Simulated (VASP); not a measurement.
Write the native input for VASP 6.6.1 that does the following.

```
Task                   : single point
Functional             : PBE
Potentials or basis    : VASP PAW PBE potentials, release 64 (Ta_pv, C)
Cutoff                 : 600 eV
k mesh                 : 10 × 10 × 10
Occupations            : fermi-dirac, width 0.1 eV
Spin                   : no spin polarisation
Dipole correction      : no
Further INCAR settings : ALGO = Normal; EDIFF = 1e-06; NBANDS = 14
```

The structure of TaC lies in POSCAR:

```
TaC
1.0
    0.0000000000      2.2230000000      2.2230000000
    2.2230000000      0.0000000000      2.2230000000
    2.2230000000      2.2230000000      0.0000000000
Ta C
1 1
Direct
    0.0000000000      0.0000000000      0.0000000000
    0.5000000000      0.5000000000      0.5000000000
```

These files were run (other wordings do the same):

INCAR

```
SYSTEM = TaC
PREC = Accurate ; ENCUT = 600
EDIFF = 1E-6 ; ISMEAR = -1
SIGMA = 0.1 ; LREAL = .FALSE.
LASPH = .TRUE. ; NELM = 120
ALGO = Normal ; ISIF = 2
LWAVE = .FALSE. ; LCHARG = .TRUE.
GGA = PE ; LELF = .TRUE.
LVHAR = .TRUE. ; NBANDS = 14
GGA_COMPAT = .FALSE.
```

KPOINTS

```
Automatic mesh
0
G
  10 10 10
  0 0 0
```

Potentials or basis: VASP PAW PBE potentials, release 64 (Ta_pv, C).

The run is started by

```sh
$ cat potpaw_PBE.64/Ta_pv/POTCAR potpaw_PBE.64/C/POTCAR > POTCAR
$ mpirun -np 1 vasp_std > vasp.out
```

It gave:

```json
{
  "Pressure": "7.3 GPa"
}
```

It took 28 s on 1 thread of AMD EPYC 7R13, with other jobs on the host, peak memory 0.14 GiB.
